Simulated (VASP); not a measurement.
NiO:

```
CELL_PARAMETERS angstrom
0.00000 2.07190 2.07190
2.07190 0.00000 2.07190
2.07190 2.07190 0.00000
ATOMIC_POSITIONS crystal
Ni 0.00000 0.00000 0.00000
O 0.50000 0.50000 0.50000
```

Base run:

| Quantity | Value |
| --- | --- |
| Program | VASP 6.6.1 |
| Functional | b88 exchange, pbe correlation |
| Potentials or basis | VASP PAW PBE potentials, release 64 (Ni, O) |
| Cutoff | 600 eV |
| k mesh | 11 × 11 × 11 |
| Occupations | fermi-dirac, width 0.05 eV |
| Spin | collinear spin, ferromagnetic start |
| Starting moments | [1.0, 0.0] μB |

Its results: pressure 8.2 GPa; net moment 1.61 μB per cell; site moments Ni +1.34; O +0.24 μB.

After a change of settings the same cell gave: pressure 8.5 GPa; net moment 2.00 μB per cell; site moments Ni +1.74; O +0.23 μB. Which change was it?
A. functional from b88 exchange, pbe correlation to PBE exchange alone; cutoff from 600 eV to 520 eV; further incar settings from ALGO = Normal; EDIFF = 1e-06; NBANDS = 19 to ALGO = Normal; EDIFF = 1e-07; NBANDS = 19
B. functional from b88 exchange, pbe correlation to BLYP; cutoff from 600 eV to 520 eV; dispersion from none to D4
C. functional from b88 exchange, pbe correlation to PBE0; cutoff from 600 eV to 520 eV; k mesh from 11 × 11 × 11 to 6 × 6 × 6
D. functional from b88 exchange, pbe correlation to RPBE; cutoff from 600 eV to 520 eV; further incar settings from ALGO = Normal; EDIFF = 1e-06; NBANDS = 19 to ALGO = Normal; EDIFF = 1e-07; NBANDS = 19

C.

Caveats: some runs use coarse meshes; the PAW data sets were made with another functional, which shifts forces and pressure a little; a cell with one magnetic atom can't hold antiferromagnetic order, which such compounds often take; the cell stands under pressure (at least some runs).
